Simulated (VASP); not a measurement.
Here is a VASP 6.6.1 calculation.

INCAR

```
SYSTEM = Ni
AGGAC = 1.0
AGGAX = 1.0
ALDAC = 0.0
ALDAX = 1.0
ALGO = Normal
EDIFF = 1E-7
ENCUT = 520
GGA = B5
ISIF = 2
ISMEAR = -1
ISPIN = 2
LASPH = .TRUE.
LCHARG = .TRUE.
LELF = .TRUE.
LMAXMIX = 4
LORBIT = 11
LREAL = .FALSE.
LVHAR = .TRUE.
LWAVE = .FALSE.
MAGMOM = 2
NBANDS = 15
NELM = 150
PREC = Accurate
SIGMA = 0.1
```

Contents of KPOINTS:

```
k-points
0
G
  15 15 15
  0 0 0
```

Contents of POSCAR:

```
Ni
1.0
   -1.3837150000      1.3837150000      1.3837150000
    1.3837150000     -1.3837150000      1.3837150000
    1.3837150000      1.3837150000     -1.3837150000
Ni
1
Direct
    0.0000000000      0.0000000000      0.0000000000
```

Potentials or basis: VASP PAW PBE potentials, release 64 (Ni).

Command:

```sh
$ cat potpaw_PBE.64/Ni/POTCAR > POTCAR
$ mpirun -np 1 vasp_std > vasp.out
```

Q: Predict the net moment.

A: 0.39 μB per cell.

Q: Estimate the site moments.

A: Ni +0.39 μB.
